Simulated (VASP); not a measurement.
Wanted: the native input for a VASP 6.6.1 run.

```yaml
Task: relaxation of cell and atoms
Functional: PBE
Dispersion: D3(BJ)
Potentials_or_basis: VASP PAW PBE potentials, release 64 (Na_pv)
Cutoff: 600 eV
k_mesh: 12 × 12 × 4
Occupations: gaussian, width 0.1 eV
Spin: no spin polarisation
Dipole_correction: no
Further_INCAR_settings: ALGO = Fast; EDIFF = 1e-07; IBRION = 2; EDIFFG = -0.01; NSW = 80; ISIF = 3
```

The structure of Na lies in POSCAR:

```
Na
1.0
    3.5213208989      0.0000000000      0.0000000000
   -1.7606604495      3.0495533533      0.0000000000
    0.0000000000      0.0000000000     11.5821621851
Na
4
Direct
    0.0000000000      0.0000000000      0.0000000000
    0.3333333333      0.6666666667      0.2500000000
    0.0000000000      0.0000000000      0.5000000000
    0.6666666667      0.3333333333      0.7500000000
```

This isn't the form of Na at room conditions, which is bcc.

One way to write it, as run:

INCAR

```
SYSTEM = Na
  PREC = Accurate
  ENCUT = 600
  EDIFF = 1E-7
  ISMEAR = 0
  SIGMA = 0.1
  LREAL = .FALSE.
  LASPH = .TRUE.
  NELM = 60
  ALGO = Fast
  ISIF = 3
  LWAVE = .FALSE.
  LCHARG = .FALSE.
  GGA = PE
  IVDW = 12
  IBRION = 2
  NSW = 80
  EDIFFG = -0.01
```

KPOINTS

```
Automatic mesh
0
G
  12 12 4
  0 0 0
```

Potentials or basis: VASP PAW PBE potentials, release 64 (Na_pv).

The run is started by

```console
$ cat potpaw_PBE.64/Na_pv/POTCAR > POTCAR
$ mpirun -np 1 vasp_std > vasp.out
```

It gave:

The relaxed volume is 34.07 Å³/atom, the relaxed cell is a = 3.645 Å, b = 3.645 Å, c = 11.845 Å, α = 90.00°, β = 90.00°, γ = 120.00° and the space group after relaxing (to 0.1 Å) is P6_3/mmc (No. 194). The energy gained by relaxing is 8.2 meV/atom, the ionic steps are 9 and the pressure after relaxing is 0.0 GPa. The band gap on the k mesh is zero (bands 14 and 15 overlap by 3.90 eV) and the dispersion energy per atom is -0.167 eV.

It took 6.9 min on 1 thread of Intel(R) Xeon(R) 6975P-C (Granite Rapids), on a shared host, peak memory 0.33 GiB.
